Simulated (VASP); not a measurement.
Write the native input for VASP 6.6.1 that does the following.

| Property | Result |
| --- | --- |
| Task | single point |
| Functional | PBE |
| Potentials or basis | VASP PAW PBE potentials, release 64 (Zn, Se) |
| Cutoff | 520 eV |
| k mesh | 5 × 5 × 2 |
| Occupations | gaussian, width 0.2 eV |
| Spin | no spin polarisation |
| Dipole correction | no |
| Further INCAR settings | ALGO = Normal; EDIFF = 1e-06; NBANDS = 37 |

The structure of ZnSe7 lies in POSCAR:

```
ZnSe7
1.0
    3.8960944121      0.0000000000      0.0000000000
   -1.9480472060      3.3741167364      0.0000000000
    0.0000000000      0.0000000000     15.0507568006
Zn Se
1 7
Direct
    0.0000000000      0.0000000000      0.1469742031
    0.0000000000      0.0000000000     -0.0266972550
    0.3333333333      0.6666666667      0.1999290427
    0.3333333333      0.6666666667      0.8725258823
    0.0000000000      0.0000000000      0.4975212972
    0.3333333333      0.6666666667      0.5992105596
    0.6666666667      0.3333333333      0.3979155088
    0.6666666667      0.3333333333      0.7716207613
```

One way to write it, as run:

INCAR

```
PREC = Accurate ; ENCUT = 520
EDIFF = 1E-6 ; ISMEAR = 0
SIGMA = 0.2 ; LREAL = False
LASPH = True ; NELM = 60
ALGO = Normal ; ISIF = 2
LWAVE = False ; LCHARG = False
GGA = PE ; NBANDS = 37
```

KPOINTS

```
Automatic mesh
0
Gamma
  5 5 2
```

Potentials or basis: VASP PAW PBE potentials, release 64 (Zn, Se).

Launch:

```sh
$ cat potpaw_PBE.64/Zn/POTCAR potpaw_PBE.64/Se/POTCAR > POTCAR
$ mpirun -np 1 vasp_std > vasp.out
```

Results of the run:

```
Pressure               : 0.4 GPa
Largest force          : 0.082 eV/Å
Band gap on the k mesh : zero (filled and empty bands touch)
```

Caveat: the k points lie up to 0.37 Å⁻¹ apart; semilocal functionals underestimate gaps, and a narrow one can read as zero.

It took 53 s on 1 thread of Intel(R) Xeon(R) 6975P-C (Granite Rapids), on a shared host, peak memory 0.32 GiB.
